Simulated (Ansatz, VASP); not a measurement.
MgO in VASP and in Ansatz

```
CELL_PARAMETERS angstrom
4.21494 0.00000 0.00000
0.00000 -4.21494 0.00000
0.00000 0.00000 -4.21494
ATOMIC_POSITIONS crystal
Mg 0.98222 0.01778 0.05030
Mg 0.50000 0.50000 0.00000
Mg 0.50000 0.00000 0.50000
Mg 0.00000 0.50000 0.50000
O 0.50000 0.00000 0.00000
O 0.00000 0.50000 0.00000
O 0.00000 0.00000 0.50000
O 0.50000 0.50000 0.50000
```

Alike in both runs: task single point; functional PBEsol; k mesh 6 × 6 × 6; occupations gaussian, width 0.05 eV; no spin polarisation.

|  | VASP | Ansatz |
| --- | --- | --- |
| version | VASP 6.6.1 | Ansatz 0.2.0 |
| potentials or method | VASP PAW PBE potentials, release 64 (Mg, O), cutoff 520 eV | scalar-relativistic, plane waves, PAW |
| valence electrons in the cell | 32 | 64 |

```csv
,VASP,Ansatz,Ansatz less VASP
gap on the k mesh at the Fermi level (eV),4.61,4.61,+0.005
least direct gap on the mesh (eV),4.61,4.61,+0.005
pressure (GPa),1.1,1.7,+0.54
"traceless stress, the component that is largest in VASP (GPa)",2.29,2.24,-0.050
rms of the force components (eV/Å),0.604,0.596,-0.0086
```

VASP's potentials were made for PBE, not for PBEsol, and Ansatz warns of the same on its side. Atom by atom the forces differ by 0.009 eV/Å (rms over components). VASP's potentials hold 32 valence electrons a cell and Ansatz's 64, so a difference there can come from the potentials and not from the codes.
